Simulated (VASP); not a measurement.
# Ca3Ru (P6_3/mmc) in VASP: single point with PBE

Aim: the single point of Ca3Ru with PBE.

Everything below comes from runs of VASP 6.6.1. Logs are shortened: lines on timing, memory, paths and dates and some standing lists are left out, and cuts for length are marked.

**1. The cell of the first run**

The structure is hexagonal, space group P6_3/mmc (No. 194). The conventional cell has a = 7.147 Å, b = 7.147 Å, c = 4.930 Å, α = 90.00°, β = 90.00°, γ = 120.00°. Within 4.1 Å of Ca (site symmetry mm2) lie 4 Ru at 3.08 to 3.58 Å and 8 Ca at 3.20 to 3.95 Å. Within 4.1 Å of Ru (site symmetry -6m2) lie 12 Ca at 3.08 to 3.58 Å.

**2. Single point, PBE**

INCAR reads:

```
SYSTEM = Ca3Ru
ALGO = Fast ; EDIFF = 1E-7
ENCUT = 520 ; GGA = PE
ISIF = 2 ; ISMEAR = 0
LASPH = .TRUE. ; LCHARG = .FALSE.
LREAL = .FALSE. ; LWAVE = .FALSE.
NBANDS = 54 ; NELM = 60
PREC = Accurate ; SIGMA = 0.1
```

KPOINTS reads:

```
k-points
0
G
  6 6 8
  0 0 0
```

POSCAR reads:

```
Ca3Ru
1.0
    7.1466937270      0.0000000000      0.0000000000
   -3.5733468635      6.1892183206      0.0000000000
    0.0000000000      0.0000000000      4.9302262766
Ca Ru
6 2
Direct
    0.8156899091      0.6313798182      0.2500000000
    0.1843100909      0.8156899091      0.7500000000
    0.3686201818      0.1843100909      0.2500000000
    0.1843100909      0.3686201818      0.7500000000
    0.8156899091      0.1843100909      0.2500000000
    0.6313798182      0.8156899091      0.7500000000
    0.3333333333      0.6666666667      0.2500000000
    0.6666666667      0.3333333333      0.7500000000
```

Potentials or basis: VASP PAW PBE potentials, release 64 (Ca_sv, Ru_pv).

Launch:

```sh
$ cat potpaw_PBE.64/Ca_sv/POTCAR potpaw_PBE.64/Ru_pv/POTCAR > POTCAR
$ mpirun -np 1 vasp_std > vasp.out
```

OUTCAR:

```text
SYSTEM = Ca3Ru
   EDIFF = 1E-7
   ENCUT = 520
   GGA = PE
   ISIF = 2
   ISMEAR = 0
   LASPH = .TRUE.
   LREAL = .FALSE.
   NELM = 60
   PREC = Accurate

 ion  position               nearest neighbor table
   1  0.816  0.631  0.250-   8 3.08   8 3.08
   2  0.184  0.816  0.750-   7 3.08   7 3.08
   3  0.369  0.184  0.250-   8 3.08   8 3.08
   4  0.184  0.369  0.750-   7 3.08   7 3.08
   5  0.816  0.184  0.250-   8 3.08   8 3.08
   6  0.631  0.816  0.750-   7 3.08   7 3.08
   7  0.333  0.667  0.250-   2 3.08   2 3.08   4 3.08   4 3.08   6 3.08   6 3.08
   8  0.667  0.333  0.750-   5 3.08   5 3.08   1 3.08   1 3.08   3 3.08   3 3.08

  LATTYP: Found a hexagonal cell.
 ALAT       =     7.1466937270
 C/A-ratio  =     0.6898611393

  Lattice vectors:

 A1 = (   7.1466937270,   0.0000000000,   0.0000000000)
 A2 = (  -3.5733468635,   6.1892183206,   0.0000000000)
 A3 = (   0.0000000000,   0.0000000000,   4.9302262766)

Analysis of symmetry for initial positions (statically):
=====================================================================
 Subroutine PRICEL returns:
 Original cell was already a primitive cell.

 Routine SETGRP: Setting up the symmetry group for a
 hexagonal supercell.

 Subroutine GETGRP returns: Found 24 space group operations
 (whereof 12 operations were pure point group operations)
 out of a pool of 24 trial point group operations.

The static configuration has the point symmetry D_3d.
 The point group associated with its full space group is D_6h.

Analysis of symmetry for dynamics (positions and initial velocities):
=====================================================================
 Subroutine PRICEL returns:
 Original cell was already a primitive cell.

 Routine SETGRP: Setting up the symmetry group for a
 hexagonal supercell.

 Subroutine GETGRP returns: Found 24 space group operations
 (whereof 12 operations were pure point group operations)
 out of a pool of 24 trial point group operations.

The dynamic configuration has the point symmetry D_3d.
 The point group associated with its full space group is D_6h.

 Subroutine INISYM returns: Found 24 space group operations
 (whereof 12 operations are pure point group operations),
 and found     1 'primitive' translations

----------------------------------------------------------------------------------------

                                     Primitive cell

  volume of cell :     218.0760

  direct lattice vectors                    reciprocal lattice vectors
     7.146693727  0.000000000  0.000000000     0.139924843  0.080785646  0.000000000
    -3.573346863  6.189218321  0.000000000     0.000000000  0.161571292  0.000000000
     0.000000000  0.000000000  4.930226277     0.000000000  0.000000000  0.202830447

  length of vectors
     7.146693727  7.146693727  4.930226277     0.161571292  0.161571292  0.202830447

  position of ions in fractional coordinates (direct lattice)
     0.815689909  0.631379818  0.250000000
     0.184310091  0.815689909  0.750000000
     0.368620182  0.184310091  0.250000000
     0.184310091  0.368620182  0.750000000
     0.815689909  0.184310091  0.250000000
     0.631379818  0.815689909  0.750000000
     0.333333333  0.666666667  0.250000000
     0.666666667  0.333333333  0.750000000

  ion indices of the primitive-cell ions
   primitive index   ion index
                 1           1
                 2           2
                 3           3
                 4           4
                 5           5
                 6           6
                 7           7
                 8           8

----------------------------------------------------------------------------------------

 KPOINTS: k-points

Automatic generation of k-mesh.
 Grid dimensions read from file:
 generate k-points for:    6    6    8

 Generating k-lattice:

  Cartesian coordinates                     Fractional coordinates (reciprocal lattice)
     0.023320807  0.013464274  0.000000000     0.166666667  0.000000000  0.000000000
     0.000000000  0.026928549  0.000000000     0.000000000  0.166666667  0.000000000
     0.000000000  0.000000000  0.025353806     0.000000000  0.000000000  0.125000000

  Length of vectors
     0.026928549  0.026928549  0.025353806

  Shift w.r.t. Gamma in fractional coordinates (k-lattice)
     0.000000000  0.000000000  0.000000000

 Subroutine IBZKPT returns following result:
 ===========================================

 Found     35 irreducible k-points:

 Following reciprocal coordinates:
            Coordinates               Weight
  0.000000  0.000000  0.000000      1.000000
  0.166667  0.000000  0.000000      6.000000
  0.333333 -0.000000  0.000000      6.000000
  0.500000  0.000000  0.000000      3.000000
  0.166667  0.166667  0.000000      6.000000
  0.333333  0.166667  0.000000     12.000000
[... 16 lines left out ...]
  0.166667  0.000000  0.375000     12.000000
  0.333333 -0.000000  0.375000     12.000000
 [... further k-points ...]
   k-points           NKPTS =     35   k-points in BZ     NKDIM =     35   number of bands    NBANDS=     54
   number of dos      NEDOS =    301   number of ions     NIONS =      8
   total plane-waves  NPLWV = 116640
   dimension x,y,z NGX =    54 NGY =   54 NGZ =   40
   dimension x,y,z NGXF=   108 NGYF=  108 NGZF=   80
   ions per type =               6   2
   NGX,Y,Z   is equivalent  to a cutoff of  12.56, 12.56, 13.49 a.u.
   NGXF,Y,Z  is equivalent  to a cutoff of  25.12, 25.12, 26.98 a.u.
 SYSTEM =  Ca3Ru
   PREC   = accura    normal or accurate (medium, high low for compatibility)
   ISTART =      0    job   : 0-new  1-cont  2-samecut
   ICHARG =      2    charge: 1-file 2-atom 10-const
   ISPIN  =      1    spin polarized calculation?
   LNONCOLLINEAR =      F non collinear calculations
   LSORBIT =      F    spin-orbit coupling
   LASPH  =      T    aspherical Exc in radial PAW
   ENCUT  =  520.0 eV  38.22 Ry    6.18 a.u.  13.29 13.29  9.17*2*pi/ulx,y,z
   NELM   =     60;   NELMIN=  2; NELMDL= -5     # of ELM steps
   EDIFF  = 0.1E-06   stopping-criterion for ELM
   LREAL  =      F    real-space projection
   EDIFFG = 0.1E-05   stopping-criterion for IOM
   NSW    =      0    number of steps for IOM
   IBRION =     -1    ionic relax: 0-MD 1-quasi-New 2-CG
   NFREE  =      0    steps in history (QN), initial steepest desc. (CG)
   ISIF   =      2    stress and relaxation
   ISYM   =      2    0-nonsym 1-usesym 2-fastsym
   POTIM  = 0.5000    time-step for ionic-motion
   TEBEG  =    0.0;   TEEND  =   0.0 temperature during run
   PSTRESS=    0.0 pullay stress
   NELECT =      88.0000    total number of electrons
   NUPDOWN=      -1.0000    fix difference up-down
   EMIN   =  10.00;   EMAX   =-10.00  energy-range for DOS
   EFERMI =   0.00;   METHOD = LEGACY
   ISMEAR =     0;   SIGMA  =   0.10  broadening in eV -4-tet -1-fermi 0-gaus
   EFERMI_NEDOS =   21; number of points for ismear=-14 and -15
   IALGO  =     68    algorithm
   IMIX   =      4    mixing-type and parameters
     AMIX     =   0.40;   BMIX     =  1.00
     AMIX_MAG =   1.60;   BMIX_MAG =  1.00
  volume/ion in A,a.u.               =      27.26       183.96
  Fermi-wavevector in a.u.,A,eV,Ry     =   1.209762  2.286118 19.912440  1.463523
  Thomas-Fermi vector in A             =   2.345329
   LORBIT       =      0    0 simple, 1 ext, 2 COOP (PROOUT), +10 PAW based schemes
   GGA     = PE    functional components
   LHFCALC =     F    Hartree Fock is set to
   AEXX    =    0.0000 exact exchange contribution
   IVDW    =     0    specifies the selected vdW correction
   LEPSILON=     F    determine dielectric tensor
   LRPA    =     F    only Hartree local field effects (RPA)
 non-spin polarized calculation
 RMM-DIIS sequential band-by-band and
 Gauss-broadening in eV      SIGMA  =   0.10
  energy-cutoff  :      520.00
  volume of cell :      218.08
 maximum number of plane-waves:      5896
 NGX is ok and might be reduce to    54
   NGX = 27   NGY = 27   NGZ = 19

 number of electron      88.0000016 magnetization

 Free energy of the ion-electron system (eV)
  ---------------------------------------------------
  ext. energy  EPLUGINS =         0.00000000
  ---------------------------------------------------
  free energy    TOTEN  =       -27.80822584 eV

  energy without entropy =      -27.78683515  energy(sigma->0) =      -27.79753049

 E-fermi :   3.7957     XC(G=0):  -9.3691

 val. band max:        3.7932974210   @ k =   0.1667   0.0000   0.1250
 cond. band min:       3.8035631369   @ k =   0.5000   0.0000   0.2500
 fundamental gap:      0.0102657158
 Fermi energy:         3.7956606626

 k-point     1 :       0.0000    0.0000    0.0000
  band No.  band energies     occupation
      1     -37.3860      2.00000
      2     -37.3857      2.00000
      3     -37.3820      2.00000
      4     -37.3820      2.00000
      5     -37.3818      2.00000
      6     -37.3818      2.00000
[... 46 lines left out ...]
     53       6.0882      0.00000
     54       6.3186      0.00000

 k-point     2 :       0.1667    0.0000    0.0000
  band No.  band energies     occupation
      1     -37.3860      2.00000
      2     -37.3858      2.00000
      3     -37.3832      2.00000
      4     -37.3831      2.00000
      5     -37.3810      2.00000
      6     -37.3808      2.00000
[... 46 lines left out ...]
     53       6.0207      0.00000
     54       6.2984      0.00000

 k-point     3 :       0.3333   -0.0000    0.0000
  band No.  band energies     occupation
      1     -37.3860      2.00000
      2     -37.3858      2.00000
      3     -37.3845      2.00000
      4     -37.3840      2.00000
      5     -37.3806      2.00000
      6     -37.3801      2.00000
[... 46 lines left out ...]
     53       6.1062      0.00000
     54       6.1299      0.00000
[... 1084 lines left out ...]
 k-point    23 :       0.1667    0.0000    0.3750
  band No.  band energies     occupation
      1     -37.4046      2.00000
      2     -37.4033      2.00000
      3     -37.3779      2.00000
      4     -37.3779      2.00000
      5     -37.3772      2.00000
      6     -37.3771      2.00000
[... 46 lines left out ...]
     53       5.9678      0.00000
     54       6.1051      0.00000

 k-point    24 :       0.3333   -0.0000    0.3750
  band No.  band energies     occupation
      1     -37.4044      2.00000
      2     -37.4036      2.00000
      3     -37.3783      2.00000
      4     -37.3783      2.00000
      5     -37.3770      2.00000
      6     -37.3769      2.00000
[... 46 lines left out ...]
     53       5.8972      0.00000
     54       6.2607      0.00000

 [... further k-points ...]
[... 5 lines left out ...]
  --------------------------------------------------------------------------------------
  -------------------------------------------------------------------------------------
  Total        0.0721091      0.0721091      0.1007844      0.0000000      0.0000000      0.0000000
  in kB        0.5297763      0.5297763      0.7404508      0.0000000      0.0000000      0.0000000
  external PRESSURE =       0.6000011 kB  Pullay stress =       0.0000000 kB

 VOLUME and BASIS-vectors are now :
 -----------------------------------------------------------------------------
  energy-cutoff  :      520.00
  volume of cell :      218.08
      direct lattice vectors                 reciprocal lattice vectors
     7.146693727  0.000000000  0.000000000     0.139924843  0.080785646  0.000000000
    -3.573346863  6.189218321  0.000000000     0.000000000  0.161571292  0.000000000
     0.000000000  0.000000000  4.930226277     0.000000000  0.000000000  0.202830447

 POSITION                                       TOTAL-FORCE (eV/Angst)
 -----------------------------------------------------------------------------------
      3.57335      3.90775      1.23256         0.000000      0.006873     -0.000000
     -1.59754      5.04848      3.69767        -0.005952      0.003436      0.000000
      1.97581      1.14074      1.23256        -0.005952     -0.003436     -0.000000
      0.00000      2.28147      3.69767        -0.000000     -0.006873     -0.000000
      5.17088      1.14074      1.23256         0.005952     -0.003436     -0.000000
      1.59754      5.04848      3.69767         0.005952      0.003436     -0.000000
     -0.00000      4.12615      1.23256         0.000000      0.000000     -0.000000
      3.57335      2.06307      3.69767         0.000000      0.000000     -0.000000
 -----------------------------------------------------------------------------------
    total drift:                               -0.000001      0.000001     -0.000000

  FREE ENERGIE OF THE ION-ELECTRON SYSTEM (eV)
  ---------------------------------------------------
  free  energy   TOTEN  =       -27.8082258385 eV

  energy  without entropy=      -27.7868351496  energy(sigma->0) =      -27.79753049
```

Wall time 11 min (1 thread of AMD EPYC 9R45 (Zen 5), shared host); peak memory 0.5 GiB.

What came out:

```
Free energy            : -27.8082 eV
Pressure               : 0.1 GPa
Largest force          : 0.007 eV/Å
Band gap on the k mesh : zero (band 44 reaches 4.39 eV, above the bottom of band 45 at 3.62 eV)
```

Forces in eV/Å, atoms in the order of the input:
```
Ca   0.000  0.007  0.000
Ca  -0.006  0.003  0.000
Ca  -0.006 -0.003  0.000
Ca   0.000 -0.007  0.000
Ca   0.006 -0.003  0.000
Ca   0.006  0.003  0.000
Ru   0.000  0.000  0.000
Ru   0.000  0.000  0.000
```
